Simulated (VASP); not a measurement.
# BP (F-43m) in VASP: notebook, part 2 of 2

VASP 6.6.1.

## 5. Single point, HSE06

Input file POSCAR:

```
BP
1.0
    0.0000000000      2.2690000000      2.2690000000
    2.2690000000      0.0000000000      2.2690000000
    2.2690000000      2.2690000000      0.0000000000
P B
1 1
Direct
    0.7500000000      0.7500000000      0.7500000000
    0.0000000000      0.0000000000      0.0000000000
```

Input file INCAR.step1:

```
SYSTEM = BP
PREC = Accurate ; ENCUT = 520
EDIFF = 1E-5 ; ISMEAR = -1
SIGMA = 0.05 ; LREAL = .FALSE.
LASPH = .TRUE. ; NELM = 100
ALGO = Normal ; ISIF = 2
LWAVE = .TRUE. ; GGA = PE
NBANDS = 11
```

Input file INCAR.step2:

```
SYSTEM = BP
PREC = Accurate ; ENCUT = 520
EDIFF = 1E-7 ; ISMEAR = -1
SIGMA = 0.05 ; LREAL = .FALSE.
LASPH = .TRUE. ; NELM = 100
ALGO = Normal ; ISIF = 2
LWAVE = .FALSE. ; LCHARG = .TRUE.
GGA = PE ; LHFCALC = .TRUE.
HFSCREEN = 0.2079 ; PRECFOCK = Normal
LELF = .TRUE. ; LVHAR = .TRUE.
ISTART = 1 ; NBANDS = 11
```

Input file KPOINTS:

```
regular mesh
0
G
  8 8 8
  0 0 0
```

Potentials or basis: VASP PAW PBE potentials, release 64 (P, B).

On the command line:

```sh
$ cat potpaw_PBE.64/P/POTCAR potpaw_PBE.64/B/POTCAR > POTCAR
$ cp INCAR.step1 INCAR
$ mpirun -np 1 vasp_std > vasp.out
$ cp INCAR.step2 INCAR
$ mpirun -np 1 vasp_std > vasp.out
```

OUTCAR:

```text
SYSTEM = BP
   PREC = Accurate
   ENCUT = 520
   EDIFF = 1E-7
   ISMEAR = -1
   LREAL = .FALSE.
   LASPH = .TRUE.
   NELM = 100
   ISIF = 2
   GGA = PE
   LHFCALC = .TRUE.
   HFSCREEN = 0.2079
   PRECFOCK = Normal
   ISTART = 1

 ion  position               nearest neighbor table
   1  0.750  0.750  0.750-   2 1.97   2 1.97   2 1.97   2 1.97
   2  0.000  0.000  0.000-   1 1.97   1 1.97   1 1.97   1 1.97

  LATTYP: Found a face centered cubic cell.
 ALAT       =     4.5380000000

  Lattice vectors:

 A1 = (   0.0000000000,   2.2690000000,   2.2690000000)
 A2 = (   2.2690000000,   0.0000000000,   2.2690000000)
 A3 = (   2.2690000000,   2.2690000000,   0.0000000000)

Analysis of symmetry for initial positions (statically):
=====================================================================
 Subroutine PRICEL returns:
 Original cell was already a primitive cell.

 Routine SETGRP: Setting up the symmetry group for a
 face centered cubic supercell.

 Subroutine GETGRP returns: Found 24 space group operations
 (whereof 24 operations were pure point group operations)
 out of a pool of 48 trial point group operations.

The static configuration has the point symmetry T_d .

Analysis of symmetry for dynamics (positions and initial velocities):
=====================================================================
 Subroutine PRICEL returns:
 Original cell was already a primitive cell.

 Routine SETGRP: Setting up the symmetry group for a
 face centered cubic supercell.

 Subroutine GETGRP returns: Found 24 space group operations
 (whereof 24 operations were pure point group operations)
 out of a pool of 48 trial point group operations.

The dynamic configuration has the point symmetry T_d .

 Subroutine INISYM returns: Found 24 space group operations
 (whereof 24 operations are pure point group operations),
 and found     1 'primitive' translations

----------------------------------------------------------------------------------------

                                     Primitive cell

  volume of cell :      23.3633

  direct lattice vectors                    reciprocal lattice vectors
     0.000000000  2.269000000  2.269000000    -0.220361393  0.220361393  0.220361393
     2.269000000  0.000000000  2.269000000     0.220361393 -0.220361393  0.220361393
     2.269000000  2.269000000  0.000000000     0.220361393  0.220361393 -0.220361393

  length of vectors
     3.208850573  3.208850573  3.208850573     0.381677128  0.381677128  0.381677128

  position of ions in fractional coordinates (direct lattice)
     0.750000000  0.750000000  0.750000000
     0.000000000  0.000000000  0.000000000

  ion indices of the primitive-cell ions
   primitive index   ion index
                 1           1
                 2           2

----------------------------------------------------------------------------------------

 KPOINTS: regular mesh

Automatic generation of k-mesh.
 Grid dimensions read from file:
 generate k-points for:    8    8    8

 Generating k-lattice:

  Cartesian coordinates                     Fractional coordinates (reciprocal lattice)
    -0.027545174  0.027545174  0.027545174     0.125000000  0.000000000  0.000000000
     0.027545174 -0.027545174  0.027545174     0.000000000  0.125000000  0.000000000
     0.027545174  0.027545174 -0.027545174     0.000000000  0.000000000  0.125000000
[... 41 lines left out ...]
   total plane-waves  NPLWV =  13824
   dimension x,y,z NGX =    24 NGY =   24 NGZ =   24
   dimension x,y,z NGXF=    48 NGYF=   48 NGZF=   48
   ions per type =               1   1
   NGX,Y,Z   is equivalent  to a cutoff of  12.43, 12.43, 12.43 a.u.
   NGXF,Y,Z  is equivalent  to a cutoff of  24.87, 24.87, 24.87 a.u.
 SYSTEM =  BP
   PREC   = accura    normal or accurate (medium, high low for compatibility)
   ISTART =      1    job   : 0-new  1-cont  2-samecut
   ICHARG =      0    charge: 1-file 2-atom 10-const
   ISPIN  =      1    spin polarized calculation?
   LNONCOLLINEAR =      F non collinear calculations
   LSORBIT =      F    spin-orbit coupling
   LASPH  =      T    aspherical Exc in radial PAW
   ENCUT  =  520.0 eV  38.22 Ry    6.18 a.u.   5.97  5.97  5.97*2*pi/ulx,y,z
   NELM   =    100;   NELMIN=  2; NELMDL=  0     # of ELM steps
   EDIFF  = 0.1E-06   stopping-criterion for ELM
   LREAL  =      F    real-space projection
   EDIFFG = 0.1E-05   stopping-criterion for IOM
   NSW    =      0    number of steps for IOM
   IBRION =     -1    ionic relax: 0-MD 1-quasi-New 2-CG
   NFREE  =      0    steps in history (QN), initial steepest desc. (CG)
   ISIF   =      2    stress and relaxation
   ISYM   =      3    0-nonsym 1-usesym 2-fastsym
   POTIM  = 0.5000    time-step for ionic-motion
   TEBEG  =    0.0;   TEEND  =   0.0 temperature during run
   PSTRESS=    0.0 pullay stress
   NELECT =       8.0000    total number of electrons
   NUPDOWN=      -1.0000    fix difference up-down
   EMIN   =  10.00;   EMAX   =-10.00  energy-range for DOS
   EFERMI =   0.00;   METHOD = LEGACY
   ISMEAR =    -1;   SIGMA  =   0.05  broadening in eV -4-tet -1-fermi 0-gaus
   EFERMI_NEDOS =   21; number of points for ismear=-14 and -15
   IALGO  =     38    algorithm
   IMIX   =      1    mixing-type and parameters
     AMIX     =   0.40;   BMIX     =  1.00
     AMIX_MAG =   1.60;   BMIX_MAG =  1.00
  volume/ion in A,a.u.               =      11.68        78.83
  Fermi-wavevector in a.u.,A,eV,Ry     =   1.145320  2.164342 17.847562  1.311759
  Thomas-Fermi vector in A             =   2.282009
   LORBIT       =      0    0 simple, 1 ext, 2 COOP (PROOUT), +10 PAW based schemes
   GGA     = PE    functional components
   LHFCALC =     T    Hartree Fock is set to
   PRECFOCK=normal    Normal, Fast or Accurate (Low or Medium for compatibility)
   ENCUT4O =  -1.0   cutoff for four orbital integrals eV
   NKREDX  =     1    reduce k-point grid by
   NKREDY  =     1    reduce k-point grid by
   NKREDZ  =     1    reduce k-point grid by
   AEXX    =    0.2500 exact exchange contribution
   HFSCREEN=    0.2079 screening length (either q_TF or 0.3 A-1)
   HFSCREENC=   0.2079 screening length for correlation (either q_TF or 0.3 A-1)
   ENCUTFOCK=  -1.0 apply spherical cutoff to Coloumb kernel
   IVDW    =     0    specifies the selected vdW correction
   LEPSILON=     F    determine dielectric tensor
   LRPA    =     F    only Hartree local field effects (RPA)
 non-spin polarized calculation
  energy-cutoff  :      520.00
  volume of cell :       23.36
 maximum number of plane-waves:       638
  NGX = 18; NGY = 18; NGZ = 18

 number of electron       8.0000000 magnetization

 Free energy of the ion-electron system (eV)
  ---------------------------------------------------
  ext. energy  EPLUGINS =         0.00000000
  ---------------------------------------------------
  free energy    TOTEN  =       -14.83755884 eV

  energy without entropy =      -14.83755884  energy(sigma->0) =      -14.83755884

 E-fermi :   8.0318     XC(G=0):  -9.0088

 val. band max:        7.0070836821   @ k =   0.0000   0.0000   0.0000
 cond. band min:       9.0021463196   @ k =   0.3750   0.3750   0.0000
 fundamental gap:      1.9950626375
 Fermi energy:         8.0318223660

 k-point     1 :       0.0000    0.0000    0.0000
  band No.  band energies     occupation
      1     -10.0887      2.00000
      2       7.0071      2.00000
      3       7.0071      2.00000
      4       7.0071      2.00000
      5      11.3390      0.00000
      6      11.3390      0.00000
      7      11.3390      0.00000
      8      15.6877      0.00000
      9      19.6013      0.00000
     10      20.4545      0.00000
     11      20.4545      0.00000
[... 309 lines left out ...]
 k-point    24 :      -0.3750    0.2500    0.1250
  band No.  band energies     occupation
      1      -5.6922      2.00000
      2      -2.3543      2.00000
      3       2.0424      2.00000
      4       3.6106      2.00000
      5      12.1296      0.00000
      6      13.2271      0.00000
      7      16.6422      0.00000
      8      18.2117      0.00000
      9      18.7392      0.00000
     10      22.9811      0.00000
     11      25.2142      0.00000

 [... further k-points ...]
[... 5 lines left out ...]
  --------------------------------------------------------------------------------------
  -------------------------------------------------------------------------------------
  Total       -0.3131597     -0.3131597     -0.3131597      0.0000000      0.0000000      0.0000000
  in kB      -21.4754845    -21.4754845    -21.4754845      0.0000000      0.0000000      0.0000000
  external PRESSURE =     -21.4754845 kB  Pullay stress =       0.0000000 kB

 VOLUME and BASIS-vectors are now :
 -----------------------------------------------------------------------------
  energy-cutoff  :      520.00
  volume of cell :       23.36
      direct lattice vectors                 reciprocal lattice vectors
     0.000000000  2.269000000  2.269000000    -0.220361393  0.220361393  0.220361393
     2.269000000  0.000000000  2.269000000     0.220361393 -0.220361393  0.220361393
     2.269000000  2.269000000  0.000000000     0.220361393  0.220361393 -0.220361393

 POSITION                                       TOTAL-FORCE (eV/Angst)
 -----------------------------------------------------------------------------------
      3.40350      3.40350      3.40350        -0.000000     -0.000000     -0.000000
      0.00000      0.00000      0.00000         0.000000      0.000000      0.000000
 -----------------------------------------------------------------------------------
    total drift:                                0.000000      0.000000      0.000000

  FREE ENERGIE OF THE ION-ELECTRON SYSTEM (eV)
  ---------------------------------------------------
  free  energy   TOTEN  =       -14.8375588443 eV

  energy  without entropy=      -14.8375588442  energy(sigma->0) =      -14.83755884
```

It took 18 min on 1 thread of Intel Xeon Platinum 8488C (Sapphire Rapids), shared host; peak memory 0.26 GiB.

What came out:

```yaml
Free_energy: -14.8376 eV
Pressure: -2.1 GPa
Band_gap_on_the_k_mesh: 2.00 eV, indirect (least direct gap 4.33 eV)
```

Caveat: the PAW data sets were made with another functional, which shifts forces and pressure a little. A k mesh can miss the band edges.

## 6. Summary

```csv
level,k mesh,share of exact exchange,screening parameter,gap on the mesh (eV),pressure (GPa)
PBE-based screened hybrid,6 × 6 × 6,0.15,0.20787 1/Å,1.76,-0.8
PBE-based screened hybrid,6 × 6 × 6,0.25,0.20787 1/Å,2.06,-2.0
PBE-based screened hybrid,6 × 6 × 6,0.35,0.20787 1/Å,2.37,-3.2
HSE06,8 × 8 × 8,-,0.2079 1/Å,2.00,-2.1
```

Alike in all rows: task single point; potentials or basis VASP PAW PBE potentials, release 64 (P, B); no spin polarisation; cell as given; cutoff (eV) 520; smearing fermi-dirac 0.05 eV.

On the cell as given the gap runs from 1.76 eV (PBE-based screened hybrid) to 2.37 eV (PBE-based screened hybrid); the meshes differ, which moves gaps too. The pressure there spans -3.2 GPa (PBE-based screened hybrid) to -0.8 GPa (PBE-based screened hybrid); a positive pressure means that this level wants a larger cell, a negative one a smaller.

Caveats: the PAW data sets were made with another functional, which shifts forces and pressure a little.

Absolute energies hang on the potentials; compare differences alone.
